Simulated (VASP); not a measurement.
# Ga3As2 (P-3m1) in VASP: a series of runs

Ga3As2 is run at these levels: PBE; tasks: single point.

Program: VASP 6.6.1. These are calculated values, not measurements. Logs are shortened: lines on timing, memory, paths and dates and some standing lists are left out, and cuts for length are marked.

### 1 The cell of the first run

Symmetry: P-3m1, No. 164, trigonal system. Conventional cell: a = 4.091 Å, b = 4.091 Å, c = 6.364 Å, α = 90.00°, β = 90.00°, γ = 120.00°. Ga (site symmetry -3m) has 6 As at 2.83 Å and 6 Ga at 3.27 Å within 3.7 Å. Ga (site symmetry 3m) has 4 As at 2.46 to 2.55 Å and 6 Ga at 3.00 to 3.27 Å within 3.3 Å. As (site symmetry 3m) has 7 Ga at 2.46 to 2.83 Å within 3.3 Å.

### 2 Single point, PBE

INCAR reads:

```
ALGO     = Normal         # electronic algorithm
EDIFF    = 1E-6           # SCF threshold, eV
ENCUT    = 520            # plane-wave cutoff, eV
GGA      = PE             # functional
ISIF     = 2              # what is computed and relaxed
ISMEAR   = 0              # smearing method
LASPH    = True           # aspherical terms in the spheres
LCHARG   = False          # write CHGCAR
LREAL    = False          # projectors in reciprocal space
LWAVE    = False          # write WAVECAR
NBANDS   = 32             # bands
NELM     = 80             # most SCF steps
PREC     = Accurate       # precision mode
SIGMA    = 0.1            # smearing width, eV
```

KPOINTS reads:

```
k-points
0
Gamma
  6 6 4
```

POSCAR reads:

```
Ga3As2
1.0
    4.0906423555      0.0000000000      0.0000000000
   -2.0453211777      3.5426001976      0.0000000000
    0.0000000000      0.0000000000      6.3643750353
Ga As
3 2
Direct
    0.0000000000      0.0000000000      0.0000000000
    0.3333333333      0.6666666667      0.6450000000
    0.6666666667      0.3333333333      0.3550000000
    0.3333333333      0.6666666667      0.2450000000
    0.6666666667      0.3333333333      0.7550000000
```

Potentials or basis: VASP PAW PBE potentials, release 64 (Ga_d, As).

On the command line:

```bash
$ cat potpaw_PBE.64/Ga_d/POTCAR potpaw_PBE.64/As/POTCAR > POTCAR
$ mpirun -np 1 vasp_std > vasp.out
```

OUTCAR:

```text
EDIFF = 1E-6
   ENCUT = 520
   GGA = PE
   ISIF = 2
   ISMEAR = 0
   LASPH = True
   LREAL = False
   NELM = 80
   PREC = Accurate

 ion  position               nearest neighbor table
   1  0.000  0.000  0.000-   4 2.83   5 2.83   4 2.83   5 2.83   5 2.83   4 2.83
   2  0.333  0.667  0.645-   5 2.46   5 2.46   5 2.46   4 2.55
   3  0.667  0.333  0.355-   4 2.46   4 2.46   4 2.46   5 2.55
   4  0.333  0.667  0.245-   3 2.46   3 2.46   3 2.46   2 2.55   1 2.83   1 2.83   1 2.83
   5  0.667  0.333  0.755-   2 2.46   2 2.46   2 2.46   3 2.55   1 2.83   1 2.83   1 2.83

  LATTYP: Found a hexagonal cell.
 ALAT       =     4.0906423555
 C/A-ratio  =     1.5558375634

  Lattice vectors:

 A1 = (   4.0906423555,   0.0000000000,   0.0000000000)
 A2 = (  -2.0453211777,   3.5426001976,   0.0000000000)
 A3 = (   0.0000000000,   0.0000000000,   6.3643750353)

Analysis of symmetry for initial positions (statically):
=====================================================================
 Subroutine PRICEL returns:
 Original cell was already a primitive cell.

 Routine SETGRP: Setting up the symmetry group for a
 hexagonal supercell.

 Subroutine GETGRP returns: Found 12 space group operations
 (whereof 12 operations were pure point group operations)
 out of a pool of 24 trial point group operations.

The static configuration has the point symmetry D_3d.

Analysis of symmetry for dynamics (positions and initial velocities):
=====================================================================
 Subroutine PRICEL returns:
 Original cell was already a primitive cell.

 Routine SETGRP: Setting up the symmetry group for a
 hexagonal supercell.

 Subroutine GETGRP returns: Found 12 space group operations
 (whereof 12 operations were pure point group operations)
 out of a pool of 24 trial point group operations.

The dynamic configuration has the point symmetry D_3d.

 Subroutine INISYM returns: Found 12 space group operations
 (whereof 12 operations are pure point group operations),
 and found     1 'primitive' translations

----------------------------------------------------------------------------------------

                                     Primitive cell

  volume of cell :      92.2294

  direct lattice vectors                    reciprocal lattice vectors
     4.090642355  0.000000000  0.000000000     0.244460384  0.141139268  0.000000000
    -2.045321178  3.542600198  0.000000000     0.000000000  0.282278537  0.000000000
     0.000000000  0.000000000  6.364375035     0.000000000  0.000000000  0.157124619

  length of vectors
     4.090642355  4.090642355  6.364375035     0.282278537  0.282278537  0.157124619

  position of ions in fractional coordinates (direct lattice)
     0.000000000  0.000000000  0.000000000
     0.333333333  0.666666667  0.645000000
     0.666666667  0.333333333  0.355000000
     0.333333333  0.666666667  0.245000000
     0.666666667  0.333333333  0.755000000

  ion indices of the primitive-cell ions
   primitive index   ion index
                 1           1
                 2           2
                 3           3
                 4           4
                 5           5

----------------------------------------------------------------------------------------

 KPOINTS: k-points

Automatic generation of k-mesh.
 Grid dimensions read from file:
 generate k-points for:    6    6    4

 Generating k-lattice:

  Cartesian coordinates                     Fractional coordinates (reciprocal lattice)
     0.040743397  0.023523211  0.000000000     0.166666667  0.000000000  0.000000000
     0.000000000  0.047046423  0.000000000     0.000000000  0.166666667  0.000000000
     0.000000000  0.000000000  0.039281155     0.000000000  0.000000000  0.250000000

  Length of vectors
     0.047046423  0.047046423  0.039281155

  Shift w.r.t. Gamma in fractional coordinates (k-lattice)
     0.000000000  0.000000000  0.000000000

 Subroutine IBZKPT returns following result:
 ===========================================

 Found     24 irreducible k-points:

 Following reciprocal coordinates:
            Coordinates               Weight
  0.000000  0.000000  0.000000      1.000000
  0.166667 -0.000000  0.000000      6.000000
  0.333333  0.000000  0.000000      6.000000
  0.500000 -0.000000  0.000000      3.000000
  0.166667  0.166667  0.000000      6.000000
  0.333333  0.166667  0.000000     12.000000
[... 16 lines left out ...]
  0.333333  0.166667  0.500000     12.000000
  0.333333  0.333333  0.500000      2.000000
   k-points           NKPTS =     24   k-points in BZ     NKDIM =     24   number of bands    NBANDS=     32
   number of dos      NEDOS =    301   number of ions     NIONS =      5
   total plane-waves  NPLWV =  43200
   dimension x,y,z NGX =    30 NGY =   30 NGZ =   48
   dimension x,y,z NGXF=    60 NGYF=   60 NGZF=   96
   ions per type =               3   2
   NGX,Y,Z   is equivalent  to a cutoff of  12.19, 12.19, 12.54 a.u.
   NGXF,Y,Z  is equivalent  to a cutoff of  24.38, 24.38, 25.08 a.u.
 SYSTEM =  unknown system
   PREC   = accura    normal or accurate (medium, high low for compatibility)
   ISTART =      0    job   : 0-new  1-cont  2-samecut
   ICHARG =      2    charge: 1-file 2-atom 10-const
   ISPIN  =      1    spin polarized calculation?
   LNONCOLLINEAR =      F non collinear calculations
   LSORBIT =      F    spin-orbit coupling
   LASPH  =      T    aspherical Exc in radial PAW
   ENCUT  =  520.0 eV  38.22 Ry    6.18 a.u.   7.61  7.61 11.83*2*pi/ulx,y,z
   NELM   =     80;   NELMIN=  2; NELMDL= -5     # of ELM steps
   EDIFF  = 0.1E-05   stopping-criterion for ELM
   LREAL  =      F    real-space projection
[... 7 lines left out ...]
   TEBEG  =    0.0;   TEEND  =   0.0 temperature during run
   PSTRESS=    0.0 pullay stress
   NELECT =      49.0000    total number of electrons
   NUPDOWN=      -1.0000    fix difference up-down
   EMIN   =  10.00;   EMAX   =-10.00  energy-range for DOS
   EFERMI =   0.00;   METHOD = LEGACY
   ISMEAR =     0;   SIGMA  =   0.10  broadening in eV -4-tet -1-fermi 0-gaus
   EFERMI_NEDOS =   21; number of points for ismear=-14 and -15
   IALGO  =     38    algorithm
   IMIX   =      4    mixing-type and parameters
     AMIX     =   0.40;   BMIX     =  1.00
     AMIX_MAG =   1.60;   BMIX_MAG =  1.00
  volume/ion in A,a.u.               =      18.45       124.48
  Fermi-wavevector in a.u.,A,eV,Ry     =   1.325919  2.505624 23.919881  1.758062
  Thomas-Fermi vector in A             =   2.455344
   LORBIT       =      0    0 simple, 1 ext, 2 COOP (PROOUT), +10 PAW based schemes
   GGA     = PE    functional components
   LHFCALC =     F    Hartree Fock is set to
   AEXX    =    0.0000 exact exchange contribution
   IVDW    =     0    specifies the selected vdW correction
   LEPSILON=     F    determine dielectric tensor
   LRPA    =     F    only Hartree local field effects (RPA)
 non-spin polarized calculation
 Gauss-broadening in eV      SIGMA  =   0.10
  energy-cutoff  :      520.00
  volume of cell :       92.23
 maximum number of plane-waves:      2520
   NGX = 15   NGY = 15   NGZ = 23

 number of electron      49.0000014 magnetization

 Free energy of the ion-electron system (eV)
  ---------------------------------------------------
  ext. energy  EPLUGINS =         0.00000000
  ---------------------------------------------------
  free energy    TOTEN  =       -17.56760092 eV

  energy without entropy =      -17.55766954  energy(sigma->0) =      -17.56263523

 E-fermi :   6.5802     XC(G=0): -10.8087

 val. band max:        6.5514235261   @ k =   0.3333   0.0000   0.0000
 cond. band min:       6.5871162110   @ k =   0.3333   0.1667   0.5000
 fundamental gap:      0.0356926849
 Fermi energy:         6.5802365728

 k-point     1 :       0.0000    0.0000    0.0000
  band No.  band energies     occupation
      1      -9.2162      2.00000
      2      -9.0702      2.00000
      3      -9.0702      2.00000
      4      -9.0677      2.00000
      5      -9.0677      2.00000
      6      -8.9745      2.00000
[... 24 lines left out ...]
     31       9.9363      0.00000
     32      10.4610      0.00000

 k-point     2 :       0.1667   -0.0000    0.0000
  band No.  band energies     occupation
      1      -9.2126      2.00000
      2      -9.0927      2.00000
      3      -9.0656      2.00000
      4      -9.0577      2.00000
      5      -9.0536      2.00000
      6      -8.9789      2.00000
[... 24 lines left out ...]
     31      10.5054      0.00000
     32      11.2360      0.00000

 k-point     3 :       0.3333    0.0000    0.0000
  band No.  band energies     occupation
      1      -9.2163      2.00000
      2      -9.1161      2.00000
      3      -9.0517      2.00000
      4      -9.0302      2.00000
      5      -9.0273      2.00000
      6      -8.9901      2.00000
[... 24 lines left out ...]
     31      11.6865      0.00000
     32      12.4588      0.00000

 k-point     4 :       0.5000   -0.0000    0.0000
  band No.  band energies     occupation
      1      -9.2242      2.00000
      2      -9.1175      2.00000
      3      -9.0466      2.00000
      4      -9.0218      2.00000
      5      -9.0004      2.00000
      6      -8.9926      2.00000
[... 24 lines left out ...]
     31      13.5499      0.00000
     32      13.8507      0.00000

 k-point     5 :       0.1667    0.1667    0.0000
  band No.  band energies     occupation
      1      -9.2083      2.00000
      2      -9.1227      2.00000
      3      -9.0565      2.00000
      4      -9.0365      2.00000
      5      -9.0294      2.00000
      6      -8.9883      2.00000
[... 584 lines left out ...]
     31      11.5193      0.00000
     32      14.1168      0.00000

 k-point    22 :       0.1667    0.1667    0.5000
  band No.  band energies     occupation
      1      -9.1989      2.00000
      2      -9.1213      2.00000
      3      -9.0543      2.00000
      4      -9.0409      2.00000
      5      -9.0306      2.00000
      6      -8.9881      2.00000
[... 24 lines left out ...]
     31      11.3043      0.00000
     32      12.3218      0.00000

 k-point    23 :       0.3333    0.1667    0.5000
  band No.  band energies     occupation
      1      -9.1920      2.00000
      2      -9.1385      2.00000
      3      -9.0512      2.00000
      4      -9.0181      2.00000
      5      -9.0055      2.00000
      6      -8.9927      2.00000
[... 24 lines left out ...]
     31      12.0647      0.00000
     32      13.2458      0.00000

 k-point    24 :       0.3333    0.3333    0.5000
  band No.  band energies     occupation
      1      -9.1658      2.00000
      2      -9.1658      2.00000
      3      -9.0505      2.00000
      4      -9.0171      2.00000
      5      -8.9931      2.00000
      6      -8.9931      2.00000
[... 24 lines left out ...]
     31      11.2892      0.00000
     32      11.2892      0.00000

------------------------ aborting loop because EDIFF is reached ----------------------------------------

  FORCE on cell =-STRESS in cart. coord.  units (eV):
  Direction    XX          YY          ZZ          XY          YZ          ZX
  --------------------------------------------------------------------------------------
  -------------------------------------------------------------------------------------
  Total        8.7843648      8.7843648      8.0942620      0.0000000      0.0000000     -0.0000000
  in kB      152.5989438    152.5989438    140.6107169      0.0000000      0.0000000     -0.0000000
  external PRESSURE =     148.6028682 kB  Pullay stress =       0.0000000 kB

 VOLUME and BASIS-vectors are now :
 -----------------------------------------------------------------------------
  energy-cutoff  :      520.00
  volume of cell :       92.23
      direct lattice vectors                 reciprocal lattice vectors
     4.090642355  0.000000000  0.000000000     0.244460384  0.141139268  0.000000000
    -2.045321178  3.542600198  0.000000000     0.000000000  0.282278537  0.000000000
     0.000000000  0.000000000  6.364375035     0.000000000  0.000000000  0.157124619

 POSITION                                       TOTAL-FORCE (eV/Angst)
 -----------------------------------------------------------------------------------
      0.00000      0.00000      0.00000        -0.000000      0.000000      0.000000
     -0.00000      2.36173      4.10502        -0.000000      0.000000      0.066003
      2.04532      1.18087      2.25935         0.000000     -0.000000     -0.066003
     -0.00000      2.36173      1.55927        -0.000000      0.000000     -0.887544
      2.04532      1.18087      4.80510         0.000000     -0.000000      0.887544
 -----------------------------------------------------------------------------------
    total drift:                                0.000000      0.000000     -0.000000

  FREE ENERGIE OF THE ION-ELECTRON SYSTEM (eV)
  ---------------------------------------------------
  free  energy   TOTEN  =       -17.5676009218 eV

  energy  without entropy=      -17.5576695383  energy(sigma->0) =      -17.56263523
```

Run time: 90 s. Hardware: 1 thread of Intel Xeon 8259CL, shared host; peak memory 0.23 GiB.

What came out:

| Property | Result |
| --- | --- |
| Free energy | -17.5676 eV |
| Pressure | 14.9 GPa |
| Largest force | 0.888 eV/Å |
| Band gap on the k mesh | zero (an odd number of electrons rules out a gap without spin polarisation) |

Forces on the atoms (eV/Å):
```
Ga   0.000  0.000  0.000
Ga   0.000  0.000  0.066
Ga   0.000  0.000 -0.066
As   0.000  0.000 -0.888
As   0.000  0.000  0.888
```

Levels at points of the mesh, in eV from the Fermi level:
| k point | band 21 | band 22 | band 23 | band 24 | band 25 | band 26 | band 27 | band 28 | band 29 | band 30 |
| --- | --- | --- | --- | --- | --- | --- | --- | --- | --- | --- |
| (0.00, 0.00, 0.00) | -2.58 | -2.03 | -1.71 | -1.71 | -0.98 | 1.10 | 1.10 | 1.70 | 3.06 | 3.06 |
| (0.50, 0.00, 0.00) | -5.57 | -4.76 | -2.52 | -2.09 | -0.20 | 0.58 | 1.54 | 3.94 | 4.34 | 4.91 |
| (0.00, 0.00, 0.50) | -2.75 | -2.05 | -1.81 | -1.81 | -0.71 | 0.76 | 0.76 | 0.89 | 2.33 | 2.33 |
| (0.50, 0.00, 0.50) | -4.12 | -3.69 | -3.06 | -2.82 | -1.23 | 0.01 | 1.38 | 3.81 | 4.57 | 4.59 |

Caveat: the cell stands under pressure.

### 3 Single point, PBE

This run uses another cell than the first one, of 22.13 Å³/atom.

INCAR reads:

```
PREC = Accurate
ENCUT = 520
EDIFF = 1E-7
ISMEAR = 0
SIGMA = 0.1
LREAL = F
LASPH = T
NELM = 80
ALGO = Normal
ISIF = 2
LWAVE = F
LCHARG = F
GGA = PE
NBANDS = 32
```

KPOINTS reads:

```
Automatic mesh
0
Gamma
  6 6 4
```

POSCAR reads:

```
Ga3As2
1.0
    4.3344444032      0.0000000000      0.0000000000
   -2.1672222016      3.7537389645      0.0000000000
    0.0000000000      0.0000000000      6.7998740419
Ga As
3 2
Direct
    0.0000000000      0.0000000000      0.0000000000
    0.3333333333      0.6666666667      0.6421984125
    0.6666666667      0.3333333333      0.3578015875
    0.3333333333      0.6666666667      0.2443196875
    0.6666666667      0.3333333333      0.7556803125
```

Potentials or basis: VASP PAW PBE potentials, release 64 (Ga_d, As).

On the command line:

```bash
$ cat potpaw_PBE.64/Ga_d/POTCAR potpaw_PBE.64/As/POTCAR > POTCAR
$ mpirun -np 1 vasp_std > vasp.out
```

It took 2.1 min on 1 thread of Intel Xeon 8259CL, shared host; peak memory 0.25 GiB.

The run converged. Its results:

| Quantity | Value |
| --- | --- |
| Free energy | -18.3066 eV |
| Pressure | 0.2 GPa |
| Largest force | 0.020 eV/Å |
| Band gap on the k mesh | zero (an odd number of electrons rules out a gap without spin polarisation) |

Forces on the atoms (eV/Å):
```
Ga   0.000  0.000  0.000
Ga   0.000  0.000  0.020
Ga   0.000  0.000 -0.020
As   0.000  0.000 -0.016
As   0.000  0.000  0.016
```

Levels at points of the mesh, in eV from the Fermi level:
| k point | band 21 | band 22 | band 23 | band 24 | band 25 | band 26 | band 27 | band 28 | band 29 | band 30 |
| --- | --- | --- | --- | --- | --- | --- | --- | --- | --- | --- |
| (0.00, 0.00, 0.00) | -2.30 | -2.30 | -1.34 | -1.34 | -0.84 | 1.13 | 1.46 | 1.46 | 2.93 | 3.07 |
| (0.50, 0.00, 0.00) | -4.53 | -3.77 | -1.99 | -1.71 | -0.15 | 0.65 | 1.80 | 3.31 | 3.93 | 4.29 |
| (0.00, 0.00, 0.50) | -2.17 | -2.17 | -1.41 | -1.41 | -0.77 | 0.41 | 1.15 | 1.15 | 2.63 | 2.63 |
| (0.50, 0.00, 0.50) | -3.26 | -2.90 | -2.43 | -2.39 | -1.05 | 0.26 | 1.83 | 3.48 | 3.61 | 4.27 |
